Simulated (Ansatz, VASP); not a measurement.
# One calculation of Al3GaN4, two programs

```
Al Ga N
1.0
     4.39435    0.00000    0.00000
     0.00000    4.39435    0.00000
     0.00000    0.00000    4.66900
Al Ga N
3 1 4
Direct
  0.50000 0.50000 0.00000
  0.50000 0.00000 0.50000
  0.00000 0.50000 0.50000
  0.00000 0.00000 0.00000
  0.74471 0.74471 0.25529
  0.74471 0.25529 0.74471
  0.25529 0.74471 0.74471
  0.25529 0.25529 0.25529
```

Alike in both runs: task single point; functional PBEsol; k mesh 6 × 6 × 6; occupations gaussian, width 0.05 eV; no spin polarisation.

|  | VASP | Ansatz |
| --- | --- | --- |
| version | VASP 6.6.1 | Ansatz 0.2.0 |
| potentials or method | VASP PAW PBE potentials, release 64 (Al, Ga_d, N), cutoff 520 eV | scalar-relativistic, plane waves, PAW |
| valence electrons in the cell | 42 | 42 |

|  | VASP | Ansatz | Ansatz less VASP |
| --- | --- | --- | --- |
| gap on the k mesh at the Fermi level (eV) | 2.88 | 2.87 | -0.012 |
| least direct gap on the mesh (eV) | 2.90 | 2.89 | -0.013 |
| pressure (GPa) | -9.5 | -9.5 | +0.08 |
| traceless stress, the component that is largest in VASP (GPa) | -6.28 | -6.26 | +0.019 |
| rms of the force components (eV/Å) | 0.022 | 0.022 | -0.0001 |

VASP's potentials were made for PBE, not for PBEsol. Atom by atom the forces differ by 0.000 eV/Å (rms over components).
